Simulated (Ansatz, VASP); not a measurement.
# Two plane-wave programs on Pt

The input INCAR:

```
PREC = Accurate
ENCUT = 520
EDIFF = 1E-6
ISMEAR = 0
SIGMA = 0.15
LREAL = False
LASPH = True
NELM = 100
ALGO = Fast
ISIF = 2
LWAVE = False
LCHARG = False
GGA = PS
NBANDS = 11
```

Contents of KPOINTS:

```
regular mesh
0
Gamma
  24 24 24
```

File POSCAR:

```
Pt
1.0
   -1.2197035754      1.6058645529      1.6058645529
    1.6058645529     -1.2197035754      1.6058645529
    1.6058645529      1.6058645529     -1.2197035754
Pt
1
Direct
    0.0000000000      0.0000000000      0.0000000000
```

Input for Ansatz:

```yaml
crystal:
  lattice:
    - [-1.2197035754, 1.6058645529, 1.6058645529]
    - [1.6058645529, -1.2197035754, 1.6058645529]
    - [1.6058645529, 1.6058645529, -1.2197035754]
  atoms:
    - { symbol: Pt, position: [0.0, 0.0, 0.0] }
basis:
  ecutwfc: 420
kpoints:
  mp_grid: { grid: [24, 24, 24] }
hamiltonian:
  xc: pbesol
scf:
  occupations: { method: gaussian, width: 0.15 }
output:
  forces: true
  stress: true
  eigenvalues: true
  write_density: true
  write_potential: true
  elf: true
  volumetric_format: npy
```

Alike in both runs: task single point; functional PBEsol; k mesh 24 × 24 × 24; occupations gaussian, width 0.15 eV; no spin polarisation.

|  | VASP | Ansatz |
| --- | --- | --- |
| version | VASP 6.6.1 | Ansatz 0.2.0 |
| potentials or method | VASP PAW PBE potentials, release 64 (Pt), cutoff 520 eV | scalar-relativistic, plane waves, PAW |
| valence electrons in the cell | 10 | 18 |

|  | VASP | Ansatz | Ansatz less VASP |
| --- | --- | --- | --- |
| gap on the k mesh at the Fermi level (eV) | none | none | - |
| pressure (GPa) | 10.2 | 10.6 | +0.34 |
| traceless stress, the component that is largest in VASP (GPa) | -5.03 | -5.09 | -0.065 |

VASP's potentials were made for PBE, not for PBEsol. A gap of «none» marks a metal or a gap that the smearing closes. VASP's potentials hold 10 valence electrons a cell and Ansatz's 18, so a difference there can come from the potentials and not from the codes.

Neither program's run includes spin-orbit coupling.
